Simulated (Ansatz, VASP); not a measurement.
## CdSe: VASP beside Ansatz

```
CELL_PARAMETERS angstrom
4.32747 0.00000 0.00000
-2.16374 3.74770 0.00000
0.00000 0.00000 7.05643
ATOMIC_POSITIONS crystal
Cd 0.33333 0.66667 0.00048
Cd 0.66667 0.33333 0.50048
Se 0.33333 0.66667 0.37631
Se 0.66667 0.33333 0.87631
```

Change from the starting cell: volume scaled by 1.02, ions relaxed.

Alike in both runs: functional PBE; k mesh 12 × 12 × 6; occupations fermi-dirac, width 0.02 eV; no spin polarisation.

Ansatz relaxed the structure, and its values are those at the end. VASP's run is a single point on that final structure, the one shown.

```csv
,VASP,Ansatz
version,VASP 6.6.1,Ansatz 0.2.0
potentials or method,"VASP PAW PBE potentials, release 64 (Cd, Se)","plane-wave PAW, scalar-relativistic"
plane-wave cutoff (eV),520,420
valence electrons in the cell,36,72
```

Ansatz gave:

| Property | Result |
| --- | --- |
| pressure (GPa) | 1.9 |

Task: Estimate VASP's values.

Result: Pressure (GPa): 2.2.

The functional is the same, so the differences come from potentials, cutoffs and numerics. VASP's potentials hold 36 valence electrons a cell and Ansatz's 72, so a difference there can come from the potentials and not from the codes. Ansatz's warnings: stress scf threshold loose.
